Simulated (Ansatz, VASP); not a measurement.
# One calculation of HgTe, two programs

The input INCAR:

```
  PREC = Accurate
  ENCUT = 520
  EDIFF = 1E-7
  ISMEAR = -1
  SIGMA = 0.05
  LREAL = F
  LASPH = T
  NELM = 100
  ALGO = Normal
  ISIF = 2
  LWAVE = F
  LCHARG = T
  LELF = T
  LVHAR = T
  NBANDS = 16
```

KPOINTS

```
regular mesh
0
Gamma
  12 12 12
```

Contents of POSCAR:

```
HgTe
1.0
    0.0000000000      2.9117037240      2.9117037240
    2.9117037240      0.0000000000      2.9117037240
    2.9117037240      2.9117037240      0.0000000000
Hg Te
1 1
Direct
    0.0000000000      0.0000000000      0.0000000000
    0.5000000000      0.5000000000      0.5000000000
```

Input for Ansatz:

```yaml
crystal:
  lattice:
    - [0.0, 2.911703724, 2.911703724]
    - [2.911703724, 0.0, 2.911703724]
    - [2.911703724, 2.911703724, 0.0]
  atoms:
    - { symbol: Hg, position: [0.0, 0.0, 0.0] }
    - { symbol: Te, position: [0.5, 0.5, 0.5] }
kpoints:
  mp_grid: { grid: [12, 12, 12] }
scf:
  occupations: { method: fermi_dirac, width: 0.05 }
hamiltonian:
  xc: lda
  pseudopotentials: { kind: paw }
output:
  forces: true
  stress: true
  eigenvalues: true
  populations: true
```

Change from the starting cell: volume scaled by 0.94, PAW files.

Alike in both runs: task single point; functional LDA; k mesh 12 × 12 × 12; occupations fermi-dirac, width 0.05 eV; no spin polarisation.

```csv
,VASP,Ansatz
version,VASP 6.6.1,Ansatz 0.2.0
potentials or method,"VASP PAW LDA potentials, release 64 (Hg, Te)","PAW with Ansatz's default frozen-core files, scalar-relativistic"
plane-wave cutoff (eV),520,420
valence electrons in the cell,18,36
```

```tsv
	VASP	Ansatz	Ansatz less VASP
pressure (GPa)	5.4	4.8	-0.59
```

LDA's correlation is that of Perdew and Zunger in VASP and of Perdew and Wang (1992) in Ansatz. VASP's potentials hold 18 valence electrons a cell and Ansatz's 36, so a difference there can come from the potentials and not from the codes.

Spin-orbit coupling is off throughout.
